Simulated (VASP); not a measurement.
Input of a VASP 6.6.1 run:

File INCAR:

```
ALGO = Normal ; EDIFF = 1E-6
EDIFFG = -0.002 ; ENCUT = 600
GGA = PS ; IBRION = 2
ISIF = 3 ; ISMEAR = 0
LASPH = True ; LCHARG = False
LREAL = False ; LWAVE = False
NELM = 60 ; NSW = 100
PREC = Accurate ; PSTRESS = 100.0
SIGMA = 0.01
```

The input KPOINTS:

```
k-points
0
Gamma
  14 14 14
```

POSCAR

```
SnTe
1.0
    0.0000000000      3.1442540763      3.1442540763
    3.1442540763      0.0000000000      3.1442540763
    3.1442540763      3.1442540763      0.0000000000
Sn Te
1 1
Direct
    0.0000000000      0.0000000000      0.0000000000
    0.5000000000      0.5000000000      0.5000000000
```

Potentials or basis: VASP PAW PBE potentials, release 64 (Sn_d, Te).

The run is started by

```bash
$ cat potpaw_PBE.64/Sn_d/POTCAR potpaw_PBE.64/Te/POTCAR > POTCAR
$ mpirun -np 1 vasp_std > vasp.out
```

Predict the relaxed cell.

a = 4.230 Å, b = 4.230 Å, c = 4.230 Å, α = 60.00°, β = 60.00°, γ = 60.00°.

What does it give for the space group after relaxing (to 0.1 Å)?

Fm-3m (No. 225).

What does it give for the band gap on the k mesh?

0.05 eV (least direct gap 0.23 eV).

What does it give for the relaxed volume?

26.76 Å³/atom.

Final structure:
```xyz
2
Lattice="0.0000 2.9910 2.9910 2.9910 0.0000 2.9910 2.9910 2.9910 0.0000" Properties=species:S:1:pos:R:3 pbc="T T T"
Sn    0.0000    0.0000    0.0000
Te    2.9910    2.9910    2.9910
```

Caveat: the cell is relaxed towards a set pressure, so the run minimises the enthalpy, not the energy; the PAW data sets were made with another functional, which shifts forces and pressure a little; spin-orbit coupling is left out, which moves the levels of the heavy elements. A k mesh can miss the band edges.
